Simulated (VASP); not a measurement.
A run of VASP 6.6.1 is set up as follows.

Contents of INCAR:

```
SYSTEM = Ag
  PREC = Accurate
  ENCUT = 520
  EDIFF = 1E-6
  ISMEAR = -1
  SIGMA = 0.1
  LREAL = .False.
  LASPH = .True.
  NELM = 80
  ALGO = Normal
  ISIF = 2
  LWAVE = .False.
  LCHARG = .False.
  NBANDS = 18
```

The input KPOINTS:

```
Automatic mesh
0
Gamma
  7 7 4
  0 0 0
```

Contents of POSCAR:

```
Ag
1.0
    2.9645157800      0.0000000000      0.0000000000
   -1.4822578900      2.5673414900      0.0000000000
    0.0000000000      0.0000000000      4.8464268100
Ag
2
Direct
    0.3333000000      0.6667000000      0.2500000000
    0.6666000000      0.3333000000      0.7500000000
```

Potentials or basis: VASP PAW LDA potentials, release 64 (Ag).

Run with:

```console
$ cat potpaw_LDA.64/Ag/POTCAR > POTCAR
$ mpirun -np 1 vasp_std > vasp.out
```

**Question.** Estimate the band gap on the k mesh.

**Answer.** Zero (band 11 reaches 9.43 eV, above the bottom of band 12 at 3.80 eV).

**Question.** Estimate the pressure.

**Answer.** -13.0 GPa.

Stress tensor (GPa, compression positive):
```
-13.30   0.00   0.00
  0.00 -13.29   0.00
  0.00   0.00 -12.46
```
